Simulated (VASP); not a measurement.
## Sb: single point with LDA

Sb:

```
Sb
1.0
     3.03879    0.00000    0.00000
     0.00000    3.03879    0.00000
     0.00000    0.00000    3.03879
Sb
1
Direct
  0.00000 0.00000 0.00000
```

```json
{
 "Program": "VASP 6.6.1",
 "Task": "single point",
 "Functional": "LDA",
 "Potentials or basis": "VASP PAW LDA potentials, release 64 (Sb)",
 "Cutoff": "520 eV",
 "k mesh": "10 × 10 × 10",
 "Occupations": "fermi-dirac, width 0.08 eV",
 "Spin": "no spin polarisation"
}
```

The pressure is 0.2 GPa.

Levels at points of the mesh, in eV from the Fermi level:
| k point | band 1 | band 2 | band 3 | band 4 | band 5 |
| --- | --- | --- | --- | --- | --- |
| (0.00, 0.00, 0.00) | -12.78 | 3.49 | 3.49 | 3.49 | 7.06 |
| (0.50, 0.00, 0.00) | -10.15 | -5.89 | 5.68 | 5.68 | 9.12 |
| (0.50, 0.50, 0.00) | -7.33 | -3.69 | -3.69 | 2.08 | 7.93 |
| (0.50, 0.50, 0.50) | -4.16 | -1.63 | -1.63 | -1.63 | 4.86 |

It took 8.3 s on 1 thread of AMD EPYC 7R13 (shared host), peak memory 0.1 GiB.

Caveat: spin-orbit coupling is left out, which moves the levels of the heavy elements.
